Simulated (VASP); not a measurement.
# Ge3N4 (P6_3/m) in VASP: electric field gradients with r2SCAN

Aim: the electric field gradients of Ge3N4 with r2SCAN.

Everything below comes from runs of VASP 6.6.1. Logs are shortened: lines on timing, memory, paths and dates and some standing lists are left out, and cuts for length are marked.

## (1) The cell of the first run

Symmetry: P6_3/m, No. 176, hexagonal system. The conventional cell has a = 8.051 Å, b = 8.051 Å, c = 3.084 Å, α = 90.00°, β = 90.00°, γ = 120.00°. Within 2.4 Å of Ge (site symmetry m) lie 4 N at 1.84 to 1.85 Å. Within 2.4 Å of N (site symmetry -6) lie 3 Ge at 1.84 Å. N (site symmetry m) has 3 Ge at 1.84 to 1.85 Å within 2.4 Å.

## (2) Electric field gradients, r2SCAN

POSCAR

```
Ge3N4
1.0
    8.0509314886      0.0000000000      0.0000000000
   -4.0254657443      6.9723111933      0.0000000000
    0.0000000000      0.0000000000      3.0835213900
Ge N
6 8
Direct
    0.8314483318      0.2379047739      0.7500000000
    0.5935435579      0.8314483318      0.2500000000
    0.2379047739      0.4064564421      0.2500000000
    0.7620952261      0.5935435579      0.7500000000
    0.4064564421      0.1685516682      0.7500000000
    0.1685516682      0.7620952261      0.2500000000
    0.6666666667      0.3333333333      0.7500000000
    0.3333333333      0.6666666667      0.2500000000
    0.6701818939      0.9750655483      0.7500000000
    0.6951163455      0.6701818939      0.2500000000
    0.9750655483      0.3048836545      0.2500000000
    0.0249344517      0.6951163455      0.7500000000
    0.3298181061      0.0249344517      0.2500000000
    0.3048836545      0.3298181061      0.7500000000
```

INCAR.step1

```
  ALGO = Normal
  EDIFF = 1E-5
  ENCUT = 580
  GGA = PE
  GGA_COMPAT = False
  ISMEAR = -1
  LASPH = True
  LCHARG = False
  LREAL = False
  LWAVE = True
  NBANDS = 75
  NELM = 120
  PREC = Accurate
  SIGMA = 0.02
```

INCAR.step2

```
  ALGO = Normal
  EDIFF = 1E-7
  ENCUT = 580
  GGA_COMPAT = False
  ISIF = 2
  ISMEAR = -1
  ISTART = 1
  LASPH = True
  LCHARG = False
  LEFG = True
  LMIXTAU = True
  LREAL = False
  LWAVE = False
  METAGGA = R2SCAN
  NBANDS = 75
  NELM = 120
  PREC = Accurate
  SIGMA = 0.02
```

KPOINTS

```
k-points
0
Gamma
  4 4 9
```

Potentials or basis: VASP PAW PBE potentials, release 64 (Ge_d, N).

On the command line:

```
> cat potpaw_PBE.64/Ge_d/POTCAR potpaw_PBE.64/N/POTCAR > POTCAR
> cp INCAR.step1 INCAR
> mpirun -np 1 vasp_std > vasp.out
> cp INCAR.step2 INCAR
> mpirun -np 1 vasp_std > vasp.out
```

OUTCAR:

```text
EDIFF = 1E-7
   ENCUT = 580
   ISIF = 2
   ISMEAR = -1
   ISTART = 1
   LASPH = True
   LREAL = False
   METAGGA = R2SCAN
   NELM = 120
   PREC = Accurate

 ion  position               nearest neighbor table
   1  0.831  0.238  0.750-   7 1.84  11 1.84  11 1.84   9 1.85
   2  0.594  0.831  0.250-   8 1.84   9 1.84   9 1.84  10 1.85
   3  0.238  0.406  0.250-   8 1.84  14 1.84  14 1.84  11 1.85
   4  0.762  0.594  0.750-   7 1.84  10 1.84  10 1.84  12 1.85
   5  0.406  0.169  0.750-   7 1.84  13 1.84  13 1.84  14 1.85
   6  0.169  0.762  0.250-   8 1.84  12 1.84  12 1.84  13 1.85
   7  0.667  0.333  0.750-   1 1.84   5 1.84   4 1.84
   8  0.333  0.667  0.250-   6 1.84   2 1.84   3 1.84
   9  0.670  0.975  0.750-   2 1.84   2 1.84   1 1.85
  10  0.695  0.670  0.250-   4 1.84   4 1.84   2 1.85
  11  0.975  0.305  0.250-   1 1.84   1 1.84   3 1.85
  12  0.025  0.695  0.750-   6 1.84   6 1.84   4 1.85
  13  0.330  0.025  0.250-   5 1.84   5 1.84   6 1.85
  14  0.305  0.330  0.750-   3 1.84   3 1.84   5 1.85

  LATTYP: Found a hexagonal cell.
 ALAT       =     8.0509314886
 C/A-ratio  =     0.3830018172

  Lattice vectors:

 A1 = (   8.0509314886,   0.0000000000,   0.0000000000)
 A2 = (  -4.0254657443,   6.9723111933,   0.0000000000)
 A3 = (   0.0000000000,   0.0000000000,   3.0835213900)

Analysis of symmetry for initial positions (statically):
=====================================================================
 Subroutine PRICEL returns:
 Original cell was already a primitive cell.

 Routine SETGRP: Setting up the symmetry group for a
 hexagonal supercell.

 Subroutine GETGRP returns: Found 12 space group operations
 (whereof  6 operations were pure point group operations)
 out of a pool of 24 trial point group operations.

The static configuration has the point symmetry S_6 .
 The point group associated with its full space group is C_6h.

Analysis of symmetry for dynamics (positions and initial velocities):
=====================================================================
 Subroutine PRICEL returns:
 Original cell was already a primitive cell.

 Routine SETGRP: Setting up the symmetry group for a
 hexagonal supercell.

 Subroutine GETGRP returns: Found 12 space group operations
 (whereof  6 operations were pure point group operations)
 out of a pool of 24 trial point group operations.

The dynamic configuration has the point symmetry S_6 .
 The point group associated with its full space group is C_6h.

 Subroutine INISYM returns: Found 12 space group operations
 (whereof  6 operations are pure point group operations),
 and found     1 'primitive' translations

----------------------------------------------------------------------------------------

                                     Primitive cell

  volume of cell :     173.0892

  direct lattice vectors                    reciprocal lattice vectors
     8.050931489  0.000000000  0.000000000     0.124209230  0.071712232  0.000000000
    -4.025465744  6.972311193  0.000000000     0.000000000  0.143424465  0.000000000
     0.000000000  0.000000000  3.083521390     0.000000000  0.000000000  0.324304545

  length of vectors
     8.050931489  8.050931489  3.083521390     0.143424465  0.143424465  0.324304545

  position of ions in fractional coordinates (direct lattice)
     0.831448332  0.237904774  0.750000000
     0.593543558  0.831448332  0.250000000
     0.237904774  0.406456442  0.250000000
     0.762095226  0.593543558  0.750000000
     0.406456442  0.168551668  0.750000000
     0.168551668  0.762095226  0.250000000
     0.666666667  0.333333333  0.750000000
     0.333333333  0.666666667  0.250000000
     0.670181894  0.975065548  0.750000000
     0.695116345  0.670181894  0.250000000
     0.975065548  0.304883655  0.250000000
     0.024934452  0.695116345  0.750000000
[... 116 lines left out ...]
   LRPA    =     F    only Hartree local field effects (RPA)
 non-spin polarized calculation
  energy-cutoff  :      580.00
  volume of cell :      173.09
 maximum number of plane-waves:      5538
 NGX is ok and might be reduce to    64
   NGX = 31   NGY = 31   NGZ = 13

 number of electron     124.0000014 magnetization

 Free energy of the ion-electron system (eV)
  ---------------------------------------------------
  ext. energy  EPLUGINS =         0.00000000
  ---------------------------------------------------
  free energy    TOTEN  =      -158.94896120 eV

  energy without entropy =     -158.94896120  energy(sigma->0) =     -158.94896120

 E-fermi :   5.2716     XC(G=0): -11.7592

 val. band max:        4.7803436235   @ k =   0.0000   0.0000   0.0000
 cond. band min:       7.3634889148   @ k =   0.0000   0.0000   0.0000
 fundamental gap:      2.5831452914
 Fermi energy:         5.2715766286

 k-point     1 :       0.0000    0.0000    0.0000
  band No.  band energies     occupation
      1     -20.3673      2.00000
      2     -20.3374      2.00000
      3     -20.3374      2.00000
      4     -20.3356      2.00000
      5     -20.2910      2.00000
      6     -20.2885      2.00000
[... 1529 lines left out ...]
     73      12.5214      0.00000
     74      12.6685      0.00000
 [bands above 74 left out]

------------------------ aborting loop because EDIFF is reached ----------------------------------------

  FORCE on cell =-STRESS in cart. coord.  units (eV):
  Direction    XX          YY          ZZ          XY          YZ          ZX
  --------------------------------------------------------------------------------------
  -------------------------------------------------------------------------------------
  Total       -0.2156121     -0.2156121     -0.2225176      0.0000261     -0.0000000      0.0000000
  in kB       -1.9957850     -1.9957850     -2.0597052      0.0002414     -0.0000000      0.0000000
  external PRESSURE =      -2.0170917 kB  Pullay stress =       0.0000000 kB

 VOLUME and BASIS-vectors are now :
 -----------------------------------------------------------------------------
  energy-cutoff  :      580.00
  volume of cell :      173.09
      direct lattice vectors                 reciprocal lattice vectors
     8.050931489  0.000000000  0.000000000     0.124209230  0.071712232  0.000000000
    -4.025465744  6.972311193  0.000000000     0.000000000  0.143424465  0.000000000
     0.000000000  0.000000000  3.083521390     0.000000000  0.000000000  0.324304545

 POSITION                                       TOTAL-FORCE (eV/Angst)
 -----------------------------------------------------------------------------------
      5.73626      1.65875      2.31264        -0.046301     -0.016095      0.000000
      1.43161      5.79712      0.77088        -0.009212     -0.048145      0.000000
      0.27918      2.83394      0.77088        -0.037089      0.032051      0.000000
      3.74629      4.13837      2.31264         0.037089     -0.032051      0.000000
      2.59385      1.17519      2.31264         0.009212      0.048145     -0.000000
     -1.71079      5.31357      0.77088         0.046301      0.016095     -0.000000
      4.02547      2.32410      2.31264         0.000000      0.000000      0.000000
     -0.00000      4.64821      0.77088         0.000000     -0.000000     -0.000000
      1.47050      6.79846      2.31264         0.012851     -0.054579     -0.000000
      2.89854      4.67272      0.77088         0.053692     -0.016160     -0.000000
      6.62289      2.12574      0.77088        -0.040841     -0.038419     -0.000000
     -2.59742      4.84657      2.31264         0.040841      0.038419      0.000000
      2.55497      0.17385      0.77088        -0.012851      0.054579     -0.000000
      1.12693      2.29959      2.31264        -0.053692      0.016160     -0.000000
 -----------------------------------------------------------------------------------
    total drift:                               -0.000000      0.000000      0.000000

  FREE ENERGIE OF THE ION-ELECTRON SYSTEM (eV)
  ---------------------------------------------------
  free  energy   TOTEN  =      -158.9489611997 eV

  energy  without entropy=     -158.9489611997  energy(sigma->0) =     -158.94896120

 Electric field gradients (V/A^2)
---------------------------------------------------------------------
 ion       V_xx      V_yy      V_zz      V_xy      V_xz      V_yz
---------------------------------------------------------------------
   1     -14.239    23.815    -9.576    10.201    -0.000     0.000
   2       5.468     4.109    -9.578   -21.575     0.000     0.000
   3      23.134   -13.556    -9.578    11.380     0.000     0.000
   4      23.134   -13.556    -9.578    11.380     0.000    -0.000
   5       5.468     4.109    -9.578   -21.575    -0.000    -0.000
   6     -14.239    23.815    -9.576    10.201    -0.000     0.000
   7      39.396    39.394   -78.789    -0.000     0.000    -0.000
   8      39.396    39.394   -78.789    -0.000     0.000    -0.000
   9     -78.416    35.353    43.063     9.443    -0.000     0.000
  10      -1.267   -41.795    43.062   -53.983     0.000     0.000
  11      15.088   -58.150    43.063    44.542     0.000     0.000
  12      15.088   -58.150    43.063    44.542    -0.000     0.000
  13     -78.416    35.353    43.063     9.443    -0.000    -0.000
  14      -1.267   -41.795    43.062   -53.983    -0.000     0.000
---------------------------------------------------------------------

 Electric field gradients after diagonalization (V/A^2)
 (convention: |V_zz| > |V_xx| > |V_yy|)
----------------------------------------------------------------------
 ion       V_xx      V_yy      V_zz     asymmetry (V_yy - V_xx)/ V_zz
----------------------------------------------------------------------
   1     -16.801    -9.576    26.377       0.274
   2     -16.797    -9.578    26.375       0.274
   3     -16.799    -9.578    26.377       0.274
   4     -16.799    -9.578    26.377       0.274
   5     -16.797    -9.578    26.375       0.274
   6     -16.801    -9.576    26.377       0.274
   7      39.396    39.394   -78.789       0.000
   8      39.396    39.394   -78.789       0.000
   9      43.063    36.132   -79.194       0.088
  10      43.062    36.130   -79.192       0.088
  11      43.063    36.131   -79.194       0.088
  12      43.063    36.131   -79.194       0.088
  13      43.063    36.132   -79.194       0.088
  14      43.062    36.130   -79.192       0.088
----------------------------------------------------------------------

           NMR quadrupolar parameters

 Cq : quadrupolar parameter    Cq=e*Q*V_zz/h
 eta: asymmetry parameters     (V_yy - V_xx)/ V_zz
 Q  : nuclear electric quadrupole moment in mb (millibarn)
----------------------------------------------------------------------
 ion       Cq(MHz)       eta       Q (mb)
----------------------------------------------------------------------
   1       0.064       0.274       1.000
   2       0.064       0.274       1.000
   3       0.064       0.274       1.000
   4       0.064       0.274       1.000
   5       0.064       0.274       1.000
   6       0.064       0.274       1.000
   7      -0.191       0.000       1.000
   8      -0.191       0.000       1.000
   9      -0.191       0.088       1.000
  10      -0.191       0.088       1.000
  11      -0.191       0.088       1.000
  12      -0.191       0.088       1.000
  13      -0.191       0.088       1.000
  14      -0.191       0.088       1.000
----------------------------------------------------------------------
```

Wall time 9.9 min (1 thread of Intel Xeon 6975P-C (Granite Rapids), shared host); peak memory 0.47 GiB.

What came out:

* Free energy: -158.9490 eV
* Pressure: -0.2 GPa
* Largest force: 0.056 eV/Å
* Band gap on the k mesh: 2.58 eV
* Largest electric field gradient by atom: Ge +26.4; N -78.8, -79.2 (each value once) V/Å²

Forces on the atoms (eV/Å):
```
Ge  -0.046 -0.016  0.000
Ge  -0.009 -0.048  0.000
Ge  -0.037  0.032  0.000
Ge   0.037 -0.032  0.000
Ge   0.009  0.048  0.000
Ge   0.046  0.016  0.000
N    0.000  0.000  0.000
N    0.000  0.000  0.000
N    0.013 -0.055  0.000
N    0.054 -0.016  0.000
N   -0.041 -0.038  0.000
N    0.041  0.038  0.000
N   -0.013  0.055  0.000
N   -0.054  0.016  0.000
```

Levels at points of the mesh, in eV from the valence-band top:
```csv
k point,band 58,band 59,band 60,band 61,band 62,band 63,band 64,band 65,band 66,band 67
"(0.00, 0.00, 0.00)",-0.86,-0.86,-0.47,-0.24,0.00,2.58,3.98,3.98,4.19,4.46
"(0.50, 0.00, 0.00)",-1.23,-1.10,-0.52,-0.12,-0.05,3.72,3.95,4.39,4.44,4.59
```

Electric field gradients, principal values (V/Å²):
| atom | least | middle | greatest (by size) |
| --- | --- | --- | --- |
| 1 Ge | -9.576 | -16.801 | 26.377 |
| 2 Ge | -9.578 | -16.797 | 26.375 |
| 3 Ge | -9.578 | -16.799 | 26.377 |
| 4 Ge | -9.578 | -16.799 | 26.377 |
| 5 Ge | -9.578 | -16.797 | 26.375 |
| 6 Ge | -9.576 | -16.801 | 26.377 |
| 7 N | 39.394 | 39.396 | -78.789 |
| 8 N | 39.394 | 39.396 | -78.789 |
| 9 N | 36.132 | 43.063 | -79.194 |
| 10 N | 36.130 | 43.062 | -79.192 |
| 11 N | 36.131 | 43.063 | -79.194 |
| 12 N | 36.131 | 43.063 | -79.194 |
| 13 N | 36.132 | 43.063 | -79.194 |
| 14 N | 36.130 | 43.062 | -79.192 |

Caveat: without QUAD_EFG the Cq values of the log hold for a quadrupole moment of 1 mb, not for the nuclei; the PAW data sets were made with another functional, which shifts forces and pressure a little.
